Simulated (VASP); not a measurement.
# BAs (zinc blende) (F-43m) in VASP: vibrations by perturbation theory with LDA

Aim: the vibrations by perturbation theory of BAs (zinc blende) with LDA.

All numbers are computed with VASP 6.6.1; they aren't measurements. Logs are shortened: lines on timing, memory, paths and dates and some standing lists are left out, and cuts for length are marked.

## 1. The cell of the first run

Symmetry: F-43m, No. 216, cubic system. Conventional cell: a = 4.778 Å, b = 4.778 Å, c = 4.778 Å, α = 90.00°, β = 90.00°, γ = 90.00°. Within 2.7 Å of B (site symmetry -43m) lie 4 As at 2.07 Å. As (site symmetry -43m) has 4 B at 2.07 Å within 2.7 Å.

## 2. Vibrations by perturbation theory, LDA

INCAR

```
PREC = Accurate ; ENCUT = 520
EDIFF = 1E-8 ; ISMEAR = 0
SIGMA = 0.01 ; LREAL = F
LASPH = T ; NELM = 60
ALGO = Normal ; ISIF = 2
LWAVE = F ; LCHARG = F
NBANDS = 11 ; IBRION = 8
NSW = 1
```

KPOINTS

```
Automatic mesh
0
Gamma
  12 12 12
```

POSCAR

```
BAs
1.0
    0.0000000000      2.3890000000      2.3890000000
    2.3890000000      0.0000000000      2.3890000000
    2.3890000000      2.3890000000      0.0000000000
B As
1 1
Direct
    0.0000000000      0.0000000000      0.0000000000
    0.2500000000      0.2500000000      0.2500000000
```

Potentials or basis: VASP PAW LDA potentials, release 64 (B, As).

Launch:

```sh
cat potpaw_LDA.64/B/POTCAR potpaw_LDA.64/As/POTCAR > POTCAR
mpirun -np 1 vasp_std > vasp.out
```

OUTCAR:

```text
PREC = Accurate
   ENCUT = 520
   EDIFF = 1E-8
   ISMEAR = 0
   LREAL = F
   LASPH = T
   NELM = 60
   ISIF = 2
   IBRION = 8
   NSW = 1

 ion  position               nearest neighbor table
   1  0.000  0.000  0.000-   2 2.07   2 2.07   2 2.07   2 2.07
   2  0.250  0.250  0.250-   1 2.07   1 2.07   1 2.07   1 2.07

  LATTYP: Found a face centered cubic cell.
 ALAT       =     4.7780000000

  Lattice vectors:

 A1 = (   0.0000000000,   2.3890000000,   2.3890000000)
 A2 = (   2.3890000000,   0.0000000000,   2.3890000000)
 A3 = (   2.3890000000,   2.3890000000,   0.0000000000)

Analysis of symmetry for initial positions (statically):
=====================================================================
 Subroutine PRICEL returns:
 Original cell was already a primitive cell.

 Routine SETGRP: Setting up the symmetry group for a
 face centered cubic supercell.

 Subroutine GETGRP returns: Found 24 space group operations
 (whereof 24 operations were pure point group operations)
 out of a pool of 48 trial point group operations.

The static configuration has the point symmetry T_d .

Analysis of symmetry for dynamics (positions and initial velocities):
=====================================================================
 Subroutine PRICEL returns:
 Original cell was already a primitive cell.

 Routine SETGRP: Setting up the symmetry group for a
 face centered cubic supercell.

 Subroutine GETGRP returns: Found 24 space group operations
 (whereof 24 operations were pure point group operations)
 out of a pool of 48 trial point group operations.

The dynamic configuration has the point symmetry T_d .

 Subroutine INISYM returns: Found 24 space group operations
 (whereof 24 operations are pure point group operations),
 and found     1 'primitive' translations

----------------------------------------------------------------------------------------

                                     Primitive cell

  volume of cell :      27.2696

  direct lattice vectors                    reciprocal lattice vectors
     0.000000000  2.389000000  2.389000000    -0.209292591  0.209292591  0.209292591
     2.389000000  0.000000000  2.389000000     0.209292591 -0.209292591  0.209292591
     2.389000000  2.389000000  0.000000000     0.209292591  0.209292591 -0.209292591

  length of vectors
     3.378556201  3.378556201  3.378556201     0.362505401  0.362505401  0.362505401

  position of ions in fractional coordinates (direct lattice)
     0.000000000  0.000000000  0.000000000
     0.250000000  0.250000000  0.250000000

  ion indices of the primitive-cell ions
   primitive index   ion index
                 1           1
                 2           2

----------------------------------------------------------------------------------------

 KPOINTS: Automatic mesh

Automatic generation of k-mesh.
 Grid dimensions read from file:
 generate k-points for:   12   12   12

 Generating k-lattice:

  Cartesian coordinates                     Fractional coordinates (reciprocal lattice)
    -0.017441049  0.017441049  0.017441049     0.083333333  0.000000000  0.000000000
     0.017441049 -0.017441049  0.017441049     0.000000000  0.083333333  0.000000000
     0.017441049  0.017441049 -0.017441049     0.000000000  0.000000000  0.083333333

  Length of vectors
     0.030208783  0.030208783  0.030208783

  Shift w.r.t. Gamma in fractional coordinates (k-lattice)
     0.000000000  0.000000000  0.000000000
[... 81 lines left out ...]
   LRPA    =     F    only Hartree local field effects (RPA)
 non-spin polarized calculation
 Gauss-broadening in eV      SIGMA  =   0.01
  energy-cutoff  :      520.00
  volume of cell :       27.27
 maximum number of plane-waves:       754
 NGX is ok and might be reduce to    28
   NGX = 13   NGY = 13   NGZ = 13

--------------------------------------- Ionic step        1  -------------------------------------------

 number of electron       8.0000000 magnetization

 Free energy of the ion-electron system (eV)
  ---------------------------------------------------
  ext. energy  EPLUGINS =         0.00000000
  ---------------------------------------------------
  free energy    TOTEN  =       -12.92088607 eV

  energy without entropy =      -12.92088607  energy(sigma->0) =      -12.92088607

 E-fermi :   6.2624     XC(G=0): -10.7814

 val. band max:        6.1496023596   @ k =   0.0000   0.0000   0.0000
 cond. band min:       7.2787556525   @ k =   0.4167   0.4167   0.0000
 fundamental gap:      1.1291532929
 Fermi energy:         6.2623743170

 k-point     1 :       0.0000    0.0000    0.0000
  band No.  band energies     occupation
      1      -9.2212      2.00000
      2       6.1496      2.00000
      3       6.1496      2.00000
      4       6.1496      2.00000
      5       9.3982      0.00000
      6       9.3982      0.00000
      7       9.3982      0.00000
      8      10.8342      0.00000
      9      15.5030      0.00000
     10      19.1798      0.00000
     11      19.1798      0.00000
[... 309 lines left out ...]
 k-point    24 :      -0.4167    0.1667    0.0000
  band No.  band energies     occupation
      1      -6.0743      2.00000
      2      -2.2018      2.00000
      3       2.2079      2.00000
      4       3.8126      2.00000
      5       9.3459      0.00000
      6      11.6380      0.00000
      7      12.1515      0.00000
      8      15.2409      0.00000
      9      17.5559      0.00000
     10      19.0094      0.00000
     11      20.5161      0.00000

 [... further k-points ...]

------------------------ aborting loop because EDIFF is reached ----------------------------------------

  FORCE on cell =-STRESS in cart. coord.  units (eV):
  Direction    XX          YY          ZZ          XY          YZ          ZX
  --------------------------------------------------------------------------------------
  -------------------------------------------------------------------------------------
  Total       -0.5395850     -0.5395850     -0.5395850      0.0000000      0.0000000     -0.0000000
  in kB      -31.7023925    -31.7023925    -31.7023925      0.0000000      0.0000000     -0.0000000
  external PRESSURE =     -31.7023925 kB  Pullay stress =       0.0000000 kB

 VOLUME and BASIS-vectors are now :
 -----------------------------------------------------------------------------
  energy-cutoff  :      520.00
  volume of cell :       27.27
      direct lattice vectors                 reciprocal lattice vectors
     0.000000000  2.389000000  2.389000000    -0.209292591  0.209292591  0.209292591
     2.389000000  0.000000000  2.389000000     0.209292591 -0.209292591  0.209292591
     2.389000000  2.389000000  0.000000000     0.209292591  0.209292591 -0.209292591

 POSITION                                       TOTAL-FORCE (eV/Angst)
 -----------------------------------------------------------------------------------
      0.00000      0.00000      0.00000        -0.000000      0.000000     -0.000000
      1.19450      1.19450      1.19450         0.000000     -0.000000      0.000000
 -----------------------------------------------------------------------------------
    total drift:                               -0.000000     -0.000000     -0.000000

  FREE ENERGIE OF THE ION-ELECTRON SYSTEM (eV)
  ---------------------------------------------------
  free  energy   TOTEN  =       -12.9208860717 eV

  energy  without entropy=      -12.9208860717  energy(sigma->0) =      -12.92088607

[... ionic steps 2 to 3 ...]

--------------------------------------- Ionic step        4  -------------------------------------------

------------------------ aborting loop because EDIFF is reached ----------------------------------------

[... ionic steps 5 to 6 ...]

--------------------------------------- Ionic step        7  -------------------------------------------

 Free energy of the ion-electron system (eV)
  ---------------------------------------------------
  ---------------------------------------------------
  free energy    TOTEN  =        -0.03782431 eV

  energy without entropy =       -0.03782431

------------------------ aborting loop because EDIFF is reached ----------------------------------------

 INTERNAL STRAIN TENSOR  FOR ION    2  DIRECTION 1   (eV/Angst):
 -----------------------------------------------------------------------------
     0.00438  0.00000  0.00000
     0.00000 -0.00034 -6.38007
     0.00000 -6.38007 -0.00034

 INTERNAL STRAIN TENSOR FOR ION    2 for displacements in x,y,z  (eV/Angst):
          X           Y           Z          XY          YZ          ZX
  --------------------------------------------------------------------------------
  x    -0.00000    -0.00000    -0.00000     0.00000    -6.38007     0.00000
  y     0.00000    -0.00000     0.00000     0.00000     0.00000    -6.38007
  z     0.00000     0.00000    -0.00000    -6.38007     0.00000     0.00000

 SECOND DERIVATIVES (NOT SYMMETRIZED)
 ------------------------------------
               1X          1Y          1Z          2X          2Y          2Z
  1X   -16.272042    0.000000    0.000000   16.272042    0.000000    0.000000
  1Y     0.000000  -16.272042    0.000000    0.000000   16.272042    0.000000
  1Z     0.000000    0.000000  -16.272042    0.000000    0.000000   16.272042
  2X    16.275990    0.000000    0.000000  -16.275990    0.000000    0.000000
  2Y     0.000000   16.275990    0.000000    0.000000  -16.275990    0.000000
  2Z     0.000000    0.000000   16.275990    0.000000    0.000000  -16.275990

 Eigenvectors and eigenvalues of the dynamical matrix
 ----------------------------------------------------

   1 f  =   20.517044 THz   128.912390 2PiTHz  684.374927 cm-1    84.851638 meV
             X         Y         Z           dx          dy          dz
      0.000000  0.000000  0.000000    -0.903488    0.239961    0.000000
      1.194500  1.194500  1.194500     0.343244   -0.091164    0.000000
[... 21 lines left out ...]
   6 f/i=    0.000826 THz     0.005192 2PiTHz    0.027561 cm-1     0.003417 meV
             X         Y         Z           dx          dy          dz
      0.000000  0.000000  0.000000    -0.352353   -0.044441    0.000000
      1.194500  1.194500  1.194500    -0.927463   -0.116979    0.000000

--------------------------------------------------------------------------------------------------------

 ELASTIC MODULI CONTR FROM IONIC RELAXATION (kBar)
 Direction    XX          YY          ZZ          XY          YZ          ZX
 --------------------------------------------------------------------------------
 XX          -0.0000     -0.0000     -0.0000     -0.0000     -0.0000     -0.0000
 YY          -0.0000     -0.0000     -0.0000     -0.0000     -0.0000     -0.0000
 ZZ          -0.0000     -0.0000     -0.0000     -0.0000     -0.0000     -0.0000
 XY          -0.0000     -0.0000     -0.0000   -154.8856      0.0000      0.0000
 YZ          -0.0000     -0.0000     -0.0000      0.0000   -154.8856      0.0000
 ZX          -0.0000     -0.0000     -0.0000      0.0000      0.0000   -154.8856
 --------------------------------------------------------------------------------
```

It took 7.9 min on 1 thread of AMD EPYC 7R13, shared host; peak memory 0.3 GiB.

Results:

- Highest phonon frequency at Γ, LO-TO splitting left out: 684 cm⁻¹

Phonon frequencies in cm⁻¹ (negative: imaginary):
| q point | frequencies |
| --- | --- |
| (0.000, 0.000, 0.000) | 0 0 0 684 684 684 |

Caveat: the cell wasn't relaxed at this level first, which shifts response properties.
